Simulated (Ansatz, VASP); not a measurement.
## MgS: VASP beside Ansatz

```
Mg S
1.0
     0.00000    2.66669    2.66669
     2.66669    0.00000    2.66669
     2.66669    2.66669    0.00000
Mg S
1 1
Direct
  0.00000 0.00000 0.00000
  0.50000 0.50000 0.50000
```

Change from the starting cell: strain +0.025 along x and y, +0.025 along z, atoms carried along.

Alike in both runs: task single point; functional PBE; k mesh 8 × 8 × 8; occupations gaussian, width 0.05 eV; no spin polarisation.

|  | VASP | Ansatz |
| --- | --- | --- |
| version | VASP 6.6.1 | Ansatz 0.2.0 |
| potentials or method | VASP PAW PBE potentials, release 64 (Mg, S), cutoff 520 eV | scalar-relativistic, plane waves, PAW |
| valence electrons in the cell | 8 | 16 |

|  | VASP | Ansatz | Ansatz less VASP |
| --- | --- | --- | --- |
| gap on the k mesh at the Fermi level (eV) | 2.61 | 2.63 | +0.018 |
| least direct gap on the mesh (eV) | 3.15 | 3.17 | +0.014 |
| pressure (GPa) | -4.1 | -3.9 | +0.27 |

The functional is the same, so the differences come from potentials, cutoffs and numerics. VASP's potentials hold 8 valence electrons a cell and Ansatz's 16, so a difference there can come from the potentials and not from the codes.
